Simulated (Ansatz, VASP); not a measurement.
One calculation of RePb2, two programs

The input INCAR:

```
SYSTEM = RePb2
PREC = Accurate
ENCUT = 520
EDIFF = 1E-6
ISMEAR = 0
SIGMA = 0.1
LREAL = .FALSE.
LASPH = .TRUE.
NELM = 80
ALGO = Fast
ISIF = 2
LWAVE = .FALSE.
LCHARG = .TRUE.
GGA = PE
LELF = .TRUE.
LVHAR = .TRUE.
NBANDS = 24
```

The input KPOINTS:

```
regular mesh
0
G
  4 4 4
  0 0 0
```

POSCAR

```
RePb2
1.0
    0.0000000000      3.7401080800      3.7401080800
    3.7401080800      0.0000000000      3.7401080800
    3.7401080800      3.7401080800      0.0000000000
Re Pb
1 2
Direct
    0.0000000000      0.0000000000      0.0000000000
    0.2500000000      0.2500000000      0.2500000000
    0.7500000000      0.7500000000      0.7500000000
```

Input for Ansatz:

```yaml
crystal:
  lattice:
    - [0.0, 3.74010808, 3.74010808]
    - [3.74010808, 0.0, 3.74010808]
    - [3.74010808, 3.74010808, 0.0]
  atoms:
    - { symbol: Re, position: [0.0, 0.0, 0.0] }
    - { symbol: Pb, position: [0.25, 0.25, 0.25] }
    - { symbol: Pb, position: [0.75, 0.75, 0.75] }
basis:
  ecutwfc: 420
kpoints:
  mp_grid: { grid: [4, 4, 4] }
hamiltonian:
  xc: pbe
scf:
  occupations: { method: gaussian, width: 0.1 }
  lower_state_search: "off"
output:
  forces: true
  stress: true
  eigenvalues: true
```

Change from the starting cell: species swapped into the Mg2Si type (Fm-3m, No. 225).

Alike in both runs: task single point; functional PBE; k mesh 4 × 4 × 4; occupations gaussian, width 0.1 eV; no spin polarisation.

|  | VASP | Ansatz |
| --- | --- | --- |
| version | VASP 6.6.1 | Ansatz 0.2.0 |
| potentials or method | VASP PAW PBE potentials, release 64 (Re, Pb_d), cutoff 520 eV | scalar-relativistic, plane waves, PAW |
| valence electrons in the cell | 35 | 43 |

```tsv
	VASP	Ansatz	Ansatz less VASP
gap on the k mesh at the Fermi level (eV)	none	none	-
pressure (GPa)	-11.7	-11.7	+0.08
```

A gap of «none» marks a metal or a gap that the smearing closes. The functional is the same, so the differences come from potentials, cutoffs and numerics. VASP's potentials hold 35 valence electrons a cell and Ansatz's 43, so a difference there can come from the potentials and not from the codes.

The k mesh is coarse, so the values compare programs but aren't converged. Spin-orbit coupling is off throughout.
